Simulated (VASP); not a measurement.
A run of VASP 6.6.1 is set up as follows.

Contents of INCAR:

```
SYSTEM = ZnNi
PREC     = Accurate       ! precision mode
ENCUT    = 690            ! plane-wave cutoff, eV
EDIFF    = 1E-6           ! SCF threshold, eV
ISMEAR   = -1             ! smearing method
SIGMA    = 0.15           ! smearing width, eV
LREAL    = .FALSE.        ! projectors in reciprocal space
LASPH    = .TRUE.         ! aspherical terms in the spheres
NELM     = 120            ! most SCF steps
ALGO     = Normal         ! electronic algorithm
ISIF     = 2              ! what is computed and relaxed
LWAVE    = .FALSE.        ! write WAVECAR
LCHARG   = .TRUE.         ! write CHGCAR
GGA      = CA             ! functional
LELF     = .TRUE.         ! ELF
LVHAR    = .TRUE.       
NBANDS   = 22             ! bands
GGA_COMPAT= .FALSE.
```

Contents of KPOINTS:

```
Automatic mesh
0
G
  16 16 14
  0 0 0
```

Contents of POSCAR:

```
ZnNi
1.0
    2.6150866171      0.0000000000      0.0000000000
    0.0000000000      2.6150866171      0.0000000000
    0.0000000000      0.0000000000      3.1700145800
Zn Ni
1 1
Direct
    0.5000000000      0.5000000000      0.5000000000
    0.0000000000      0.0000000000      0.0000000000
```

Potentials or basis: VASP PAW LDA potentials, release 64 (Zn, Ni_sv_GW).

The run is started by

```bash
$ cat potpaw_LDA.64/Zn/POTCAR potpaw_LDA.64/Ni_sv_GW/POTCAR > POTCAR
$ mpirun -np 1 vasp_std > vasp.out
```

Q: Estimate the band gap on the k mesh.

A: Zero (bands 15 and 16 overlap by 6.73 eV).

Q: Estimate the pressure.

A: 4.0 GPa.

Caveat: the cell stands under pressure. Spin polarisation is off, so any magnetic state and its effect on volume and gap are missing.
